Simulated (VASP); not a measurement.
# MoS2 in VASP: further runs

The runs below take MoS2 through single point, with PBEsol, revPBE, BLYP, PBEsol+U.

Program: VASP 6.6.1. These are calculated values, not measurements. Logs are shortened: lines on timing, memory, paths and dates and some standing lists are left out, and cuts for length are marked.

## (1) The cell of the first run

The cell holds a slab with vacuum, 6 atoms: a = 3.141 Å, b = 3.141 Å, c = 21.568 Å, α = 90.00°, β = 90.00°, γ = 120.00°.

## (2) Single point, PBEsol

Contents of INCAR:

```
PREC = Accurate
ENCUT = 520
EDIFF = 1E-7
ISMEAR = -1
SIGMA = 0.05
LREAL = F
LASPH = T
NELM = 100
ALGO = Normal
ISIF = 2
LWAVE = F
LCHARG = F
GGA = PS
NBANDS = 35
```

Contents of KPOINTS:

```
Automatic mesh
0
Gamma
  10 10 2
```

Contents of POSCAR:

```
MoS2
1.0
    3.1409174916      0.0000000000      0.0000000000
   -1.5704587458      2.7201143389      0.0000000000
    0.0000000000      0.0000000000     21.5683750922
Mo S
2 4
Direct
    0.3333333333      0.6666666667      0.8542383488
    0.6666666667      0.3333333333      0.1457616512
    0.6666666667      0.3333333333      0.7820009280
    0.3333333333      0.6666666667      0.0734581472
    0.6666666667      0.3333333333      0.9265418528
    0.3333333333      0.6666666667      0.2179990720
```

Potentials or basis: VASP PAW PBE potentials, release 64 (Mo_sv, S).

Launch:

```sh
$ cat potpaw_PBE.64/Mo_sv/POTCAR potpaw_PBE.64/S/POTCAR > POTCAR
$ mpirun -np 1 vasp_std > vasp.out
```

OUTCAR:

```text
PREC = Accurate
   ENCUT = 520
   EDIFF = 1E-7
   ISMEAR = -1
   LREAL = F
   LASPH = T
   NELM = 100
   ISIF = 2
   GGA = PS

 ion  position               nearest neighbor table
   1  0.333  0.667  0.854-   3 2.39   3 2.39   3 2.39   5 2.39   5 2.39   5 2.39
   2  0.667  0.333  0.146-   6 2.39   6 2.39   6 2.39   4 2.39   4 2.39   4 2.39
   3  0.667  0.333  0.782-   1 2.39   1 2.39   1 2.39
   4  0.333  0.667  0.073-   2 2.39   2 2.39   2 2.39
   5  0.667  0.333  0.927-   1 2.39   1 2.39   1 2.39
   6  0.333  0.667  0.218-   2 2.39   2 2.39   2 2.39

  LATTYP: Found a hexagonal cell.
 ALAT       =     3.1409174916
 C/A-ratio  =     6.8669027919

  Lattice vectors:

 A1 = (   3.1409174916,   0.0000000000,   0.0000000000)
 A2 = (  -1.5704587458,   2.7201143389,   0.0000000000)
 A3 = (   0.0000000000,   0.0000000000,  21.5683750922)

Analysis of symmetry for initial positions (statically):
=====================================================================
 Subroutine PRICEL returns:
 Original cell was already a primitive cell.

 Routine SETGRP: Setting up the symmetry group for a
 hexagonal supercell.

 Subroutine GETGRP returns: Found 12 space group operations
 (whereof 12 operations were pure point group operations)
 out of a pool of 24 trial point group operations.

The static configuration has the point symmetry D_3d.

Analysis of symmetry for dynamics (positions and initial velocities):
=====================================================================
 Subroutine PRICEL returns:
 Original cell was already a primitive cell.

 Routine SETGRP: Setting up the symmetry group for a
 hexagonal supercell.

 Subroutine GETGRP returns: Found 12 space group operations
 (whereof 12 operations were pure point group operations)
 out of a pool of 24 trial point group operations.

The dynamic configuration has the point symmetry D_3d.

 Subroutine INISYM returns: Found 12 space group operations
 (whereof 12 operations are pure point group operations),
 and found     1 'primitive' translations

----------------------------------------------------------------------------------------

                                     Primitive cell

  volume of cell :     184.2727

  direct lattice vectors                    reciprocal lattice vectors
     3.140917492  0.000000000  0.000000000     0.318378309  0.183815802  0.000000000
    -1.570458746  2.720114339  0.000000000     0.000000000  0.367631605  0.000000000
     0.000000000  0.000000000 21.568375092     0.000000000  0.000000000  0.046364179

  length of vectors
     3.140917492  3.140917492 21.568375092     0.367631605  0.367631605  0.046364179

  position of ions in fractional coordinates (direct lattice)
     0.333333333  0.666666667  0.854238349
     0.666666667  0.333333333  0.145761651
     0.666666667  0.333333333  0.782000928
     0.333333333  0.666666667  0.073458147
     0.666666667  0.333333333  0.926541853
     0.333333333  0.666666667  0.217999072

  ion indices of the primitive-cell ions
   primitive index   ion index
                 1           1
                 2           2
                 3           3
                 4           4
                 5           5
                 6           6

----------------------------------------------------------------------------------------

 KPOINTS: Automatic mesh

Automatic generation of k-mesh.
 Grid dimensions read from file:
 generate k-points for:   10   10    2

 Generating k-lattice:

  Cartesian coordinates                     Fractional coordinates (reciprocal lattice)
     0.031837831  0.018381580  0.000000000     0.100000000  0.000000000  0.000000000
     0.000000000  0.036763160  0.000000000     0.000000000  0.100000000  0.000000000
     0.000000000  0.000000000  0.023182089     0.000000000  0.000000000  0.500000000

  Length of vectors
     0.036763160  0.036763160  0.023182089

  Shift w.r.t. Gamma in fractional coordinates (k-lattice)
     0.000000000  0.000000000  0.000000000

 Subroutine IBZKPT returns following result:
 ===========================================

 Found     28 irreducible k-points:

 Following reciprocal coordinates:
            Coordinates               Weight
  0.000000  0.000000  0.000000      1.000000
  0.100000  0.000000  0.000000      6.000000
  0.200000  0.000000  0.000000      6.000000
  0.300000  0.000000  0.000000      6.000000
  0.400000  0.000000  0.000000      6.000000
  0.500000  0.000000  0.000000      3.000000
[... 16 lines left out ...]
  0.300000  0.100000  0.500000     12.000000
  0.400000  0.100000  0.500000     12.000000
 [... further k-points ...]
   k-points           NKPTS =     28   k-points in BZ     NKDIM =     28   number of bands    NBANDS=     35
   number of dos      NEDOS =    301   number of ions     NIONS =      6
   total plane-waves  NPLWV =  92160
   dimension x,y,z NGX =    24 NGY =   24 NGZ =  160
   dimension x,y,z NGXF=    48 NGYF=   48 NGZF=  320
   ions per type =               2   4
   NGX,Y,Z   is equivalent  to a cutoff of  12.70, 12.70, 12.33 a.u.
   NGXF,Y,Z  is equivalent  to a cutoff of  25.41, 25.41, 24.67 a.u.
 SYSTEM =  unknown system
   PREC   = accura    normal or accurate (medium, high low for compatibility)
   ISTART =      0    job   : 0-new  1-cont  2-samecut
   ICHARG =      2    charge: 1-file 2-atom 10-const
   ISPIN  =      1    spin polarized calculation?
   LNONCOLLINEAR =      F non collinear calculations
   LSORBIT =      F    spin-orbit coupling
   LASPH  =      T    aspherical Exc in radial PAW
   ENCUT  =  520.0 eV  38.22 Ry    6.18 a.u.   5.84  5.84 40.10*2*pi/ulx,y,z
   NELM   =    100;   NELMIN=  2; NELMDL= -5     # of ELM steps
   EDIFF  = 0.1E-06   stopping-criterion for ELM
   LREAL  =      F    real-space projection
   EDIFFG = 0.1E-05   stopping-criterion for IOM
   NSW    =      0    number of steps for IOM
   IBRION =     -1    ionic relax: 0-MD 1-quasi-New 2-CG
   NFREE  =      0    steps in history (QN), initial steepest desc. (CG)
   ISIF   =      2    stress and relaxation
   ISYM   =      2    0-nonsym 1-usesym 2-fastsym
   POTIM  = 0.5000    time-step for ionic-motion
   TEBEG  =    0.0;   TEEND  =   0.0 temperature during run
   PSTRESS=    0.0 pullay stress
   NELECT =      52.0000    total number of electrons
   NUPDOWN=      -1.0000    fix difference up-down
   EMIN   =  10.00;   EMAX   =-10.00  energy-range for DOS
   EFERMI =   0.00;   METHOD = LEGACY
   ISMEAR =    -1;   SIGMA  =   0.05  broadening in eV -4-tet -1-fermi 0-gaus
   EFERMI_NEDOS =   21; number of points for ismear=-14 and -15
   IALGO  =     38    algorithm
   IMIX   =      4    mixing-type and parameters
     AMIX     =   0.40;   BMIX     =  1.00
     AMIX_MAG =   1.60;   BMIX_MAG =  1.00
  volume/ion in A,a.u.               =      30.71       207.26
  Fermi-wavevector in a.u.,A,eV,Ry     =   1.073797  2.029182 15.688065  1.153040
  Thomas-Fermi vector in A             =   2.209607
   LORBIT       =      0    0 simple, 1 ext, 2 COOP (PROOUT), +10 PAW based schemes
   GGA     = PS    functional components
   LHFCALC =     F    Hartree Fock is set to
   AEXX    =    0.0000 exact exchange contribution
   IVDW    =     0    specifies the selected vdW correction
   LEPSILON=     F    determine dielectric tensor
   LRPA    =     F    only Hartree local field effects (RPA)
 non-spin polarized calculation
  energy-cutoff  :      520.00
  volume of cell :      184.27
 maximum number of plane-waves:      5000
 NGX is ok and might be reduce to    24
   NGX = 11   NGY = 11   NGZ = 81

 number of electron      52.0000001 magnetization

 Free energy of the ion-electron system (eV)
  ---------------------------------------------------
  ext. energy  EPLUGINS =         0.00000000
  ---------------------------------------------------
  free energy    TOTEN  =       -46.87810447 eV

  energy without entropy =      -46.87810441  energy(sigma->0) =      -46.87810444

 E-fermi :   2.4567     XC(G=0):  -6.7713

 val. band max:        1.7880266582   @ k =   0.0000   0.0000   0.5000
 cond. band min:       3.2401610848   @ k =   0.2000   0.2000   0.0000
 fundamental gap:      1.4521344266
 Fermi energy:         2.4566689789

 k-point     1 :       0.0000    0.0000    0.0000
  band No.  band energies     occupation
      1     -59.2740      2.00000
      2     -59.2740      2.00000
      3     -33.4858      2.00000
      4     -33.4858      2.00000
      5     -33.2224      2.00000
      6     -33.2224      2.00000
[... 27 lines left out ...]
     34       4.6219      0.00000
     35       6.8809      0.00000

 k-point     2 :       0.1000    0.0000    0.0000
  band No.  band energies     occupation
      1     -59.2697      2.00000
      2     -59.2697      2.00000
      3     -33.4774      2.00000
      4     -33.4774      2.00000
      5     -33.2649      2.00000
      6     -33.2649      2.00000
[... 27 lines left out ...]
     34       4.5990      0.00000
     35       7.1065      0.00000

 k-point     3 :       0.2000    0.0000    0.0000
  band No.  band energies     occupation
      1     -59.2584      2.00000
      2     -59.2584      2.00000
      3     -33.4554      2.00000
      4     -33.4554      2.00000
      5     -33.3749      2.00000
      6     -33.3749      2.00000
[... 27 lines left out ...]
     34       5.1584      0.00000
     35       7.6889      0.00000
[... 723 lines left out ...]
 k-point    23 :       0.3000    0.1000    0.5000
  band No.  band energies     occupation
      1     -59.2365      2.00000
      2     -59.2365      2.00000
      3     -33.5641      2.00000
      4     -33.5641      2.00000
      5     -33.4127      2.00000
      6     -33.4127      2.00000
[... 27 lines left out ...]
     34       6.0105      0.00000
     35       9.0183      0.00000

 k-point    24 :       0.4000    0.1000    0.5000
  band No.  band energies     occupation
      1     -59.2286      2.00000
      2     -59.2286      2.00000
      3     -33.6323      2.00000
      4     -33.6323      2.00000
      5     -33.3973      2.00000
      6     -33.3973      2.00000
[... 27 lines left out ...]
     34       5.9282      0.00000
     35       7.9199      0.00000

 [... further k-points ...]

------------------------ aborting loop because EDIFF is reached ----------------------------------------

  FORCE on cell =-STRESS in cart. coord.  units (eV):
  Direction    XX          YY          ZZ          XY          YZ          ZX
  --------------------------------------------------------------------------------------
  -------------------------------------------------------------------------------------
  Total       -0.0000514     -0.0000514     -0.0313581      0.0000000      0.0000000     -0.0000000
  in kB       -0.0004471     -0.0004471     -0.2726463      0.0000000      0.0000000     -0.0000000
  external PRESSURE =      -0.0911802 kB  Pullay stress =       0.0000000 kB

 VOLUME and BASIS-vectors are now :
 -----------------------------------------------------------------------------
  energy-cutoff  :      520.00
  volume of cell :      184.27
      direct lattice vectors                 reciprocal lattice vectors
     3.140917492  0.000000000  0.000000000     0.318378309  0.183815802  0.000000000
    -1.570458746  2.720114339  0.000000000     0.000000000  0.367631605  0.000000000
     0.000000000  0.000000000 21.568375092     0.000000000  0.000000000  0.046364179

 POSITION                                       TOTAL-FORCE (eV/Angst)
 -----------------------------------------------------------------------------------
     -0.00000      1.81341     18.42453         0.000000     -0.000000     -0.000629
      1.57046      0.90670      3.14384        -0.000000      0.000000      0.000629
      1.57046      0.90670     16.86649         0.000000      0.000000     -0.001112
     -0.00000      1.81341      1.58437        -0.000000      0.000000     -0.000706
      1.57046      0.90670     19.98400         0.000000     -0.000000      0.000706
     -0.00000      1.81341      4.70189        -0.000000     -0.000000      0.001112
 -----------------------------------------------------------------------------------
    total drift:                                0.000000     -0.000000      0.000000

  FREE ENERGIE OF THE ION-ELECTRON SYSTEM (eV)
  ---------------------------------------------------
  free  energy   TOTEN  =       -46.8781044658 eV

  energy  without entropy=      -46.8781044059  energy(sigma->0) =      -46.87810444
```

It took 2 min on 1 thread of Intel Xeon 6975P-C (Granite Rapids), shared host; peak memory 0.36 GiB.

What came out:

```
Free energy            : -46.8781 eV
Band gap on the k mesh : 1.45 eV (least direct gap 2.02 eV)
```

Levels at points of the mesh, in eV from the valence-band top:
| k point | band 23 | band 24 | band 25 | band 26 | band 27 | band 28 | band 29 | band 30 |
| --- | --- | --- | --- | --- | --- | --- | --- | --- |
| (0.00, 0.00, 0.00) | -1.82 | -1.75 | -0.63 | 0.00 | 2.52 | 2.52 | 2.53 | 2.53 |
| (0.50, 0.00, 0.00) | -1.29 | -1.21 | -1.05 | -1.01 | 2.04 | 2.05 | 2.49 | 2.62 |
| (0.00, 0.00, 0.50) | -1.82 | -1.75 | -0.63 | 0.00 | 2.52 | 2.52 | 2.53 | 2.53 |
| (0.50, 0.00, 0.50) | -1.29 | -1.21 | -1.05 | -1.01 | 2.04 | 2.05 | 2.49 | 2.62 |

Caveat: there is no dipole correction, which matters where the two faces differ; the PAW data sets were made with another functional, which shifts forces and pressure a little.

(Part 1 of 2 ends here.)
